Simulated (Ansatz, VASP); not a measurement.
# Pt: VASP beside Ansatz

```
Pt
1.0
     0.00000    1.96090    1.96090
     1.96090    0.00000    1.96090
     1.96090    1.96090    0.00000
Pt
1
Direct
  0.00000 0.00000 0.00000
```

Alike in both runs: task single point; functional PBE; k mesh 6 × 6 × 6; occupations methfessel-paxton of order 1, width 0.1 eV; no spin polarisation.

|  | VASP | Ansatz |
| --- | --- | --- |
| version | VASP 6.6.1 | Ansatz 0.2.0 |
| potentials or method | VASP PAW PBE potentials, release 64 (Pt), cutoff 500 eV | plane waves, PAW |
| valence electrons in the cell | 10 | 18 |

|  | VASP | Ansatz | Ansatz less VASP |
| --- | --- | --- | --- |
| pressure (GPa) | 6.7 | 7.3 | +0.56 |

The functional is the same, so the differences come from potentials, cutoffs and numerics. VASP's potentials hold 10 valence electrons a cell and Ansatz's 18, so a difference there can come from the potentials and not from the codes.

The k mesh is coarse, so the values compare programs but aren't converged. Neither program's run includes spin-orbit coupling.
